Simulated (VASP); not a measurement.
## La2O3: single point with PBEsol

La2O3:

```xyz
5
Lattice="3.7951 0.0000 0.0000 -1.8976 3.2867 0.0000 0.0000 0.0000 5.9010" Properties=species:S:1:pos:R:3 pbc="T T T"
La    1.8976    1.0956    4.4480
La    0.0000    2.1911    1.4530
O     1.8976    1.0956    2.0896
O     0.0000    2.1911    3.8114
O     0.0000    0.0000    0.0000
```

```
Program                : VASP 6.6.1
Task                   : single point
Functional             : PBEsol
Potentials or basis    : VASP PAW PBE potentials, release 64 (La, O)
Cutoff                 : 520 eV
k mesh                 : 6 × 6 × 4
Occupations            : gaussian, width 0.01 eV
Spin                   : no spin polarisation
Dipole correction      : no
Further INCAR settings : ALGO = Normal; EDIFF = 1e-07; NBANDS = 28
```

```json
{
 "Pressure": "13.8 GPa",
 "Largest force": "0.807 eV/Å",
 "Band gap on the k mesh": "3.74 eV, indirect (the least direct gap lies 2.5 meV higher)"
}
```

Forces in eV/Å, atoms in the order of the input:
```
La   0.000  0.000  0.807
La   0.000  0.000 -0.807
O    0.000  0.000  0.140
O    0.000  0.000 -0.140
O    0.000  0.000  0.000
```

Stress tensor (GPa, compression positive):
```
15.12  0.00  0.00
 0.00 15.12  0.00
 0.00  0.00 11.23
```

Levels at points of the mesh, in eV from the valence-band top:
| k point | band 17 | band 18 | band 19 | band 20 | band 21 | band 22 | band 23 | band 24 |
| --- | --- | --- | --- | --- | --- | --- | --- | --- |
| (0.00, 0.00, 0.00) | -2.00 | -0.57 | -0.57 | -0.31 | 4.43 | 4.74 | 4.74 | 5.70 |
| (0.50, 0.00, 0.00) | -0.79 | -0.79 | -0.40 | -0.37 | 3.88 | 4.98 | 5.66 | 5.68 |
| (0.00, 0.00, 0.50) | -1.25 | -1.05 | -0.40 | -0.40 | 4.96 | 5.01 | 5.01 | 5.32 |
| (0.50, 0.00, 0.50) | -1.02 | -0.86 | -0.38 | -0.01 | 4.62 | 4.76 | 5.50 | 5.72 |

Run time: 110 s on 1 thread of AMD EPYC 7R43 64-Core Processor (Zen 3), with other jobs on the host, peak memory 0.17 GiB.

Caveat: the PAW data sets were made with another functional, which shifts forces and pressure a little; spin-orbit coupling is left out, which moves the levels of the heavy elements. PBEsol gaps usually lie below the measured ones, often by a third to a half.
